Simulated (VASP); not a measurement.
Ta: single point with RPBE

Crystal: Ta.

```xyz
8
Lattice="5.3391 0.0000 0.0000 0.0000 5.3391 0.0000 0.0000 0.0000 5.3391" Properties=species:S:1:pos:R:3 pbc="T T T"
Ta    5.3391    0.0000    0.0000
Ta    2.6696    2.6696    2.6696
Ta    1.3348    0.0000    2.6696
Ta    4.0044    5.3391    2.6696
Ta    2.6696    1.3348    5.3391
Ta    2.6696    4.0044    5.3391
Ta    0.0000    2.6696    1.3348
Ta    0.0000    2.6696    4.0044
```

| Quantity | Value |
| --- | --- |
| Program | VASP 6.6.1 |
| Task | single point |
| Functional | RPBE |
| Potentials or basis | VASP PAW PBE potentials, release 64 (Ta_pv) |
| Cutoff | 520 eV |
| k mesh | 6 × 6 × 6 |
| Occupations | fermi-dirac, width 0.1 eV |
| Spin | no spin polarisation |
| Dipole correction | no |
| Further INCAR settings | ALGO = Normal; EDIFF = 1e-07; NBANDS = 54 |

```yaml
Pressure: 0.2 GPa
Band_gap_on_the_k_mesh: zero (bands 44 and 45 overlap by 0.27 eV)
```

Levels at points of the mesh, in eV from the Fermi level:
```csv
k point,band 42,band 43,band 44,band 45,band 46,band 47
"(0.00, 0.00, 0.00)",-1.02,-0.75,-0.75,0.14,0.14,0.87
"(0.50, 0.00, 0.00)",-0.51,-0.12,-0.12,0.35,0.35,0.48
"(0.50, 0.50, 0.00)",-0.49,-0.49,-0.15,0.23,0.65,0.65
"(0.50, 0.50, 0.50)",-0.83,-0.13,-0.13,-0.13,-0.13,-0.13
```

Run time: 2.8 min on 1 thread of Intel(R) Xeon(R) Platinum 8259CL CPU @ 2.50GHz (Skylake/Cascade Lake) (shared host), peak memory 0.29 GiB.

Caveat: the PAW data sets were made with another functional, which shifts forces and pressure a little; spin-orbit coupling is left out, which moves the levels of the heavy elements.
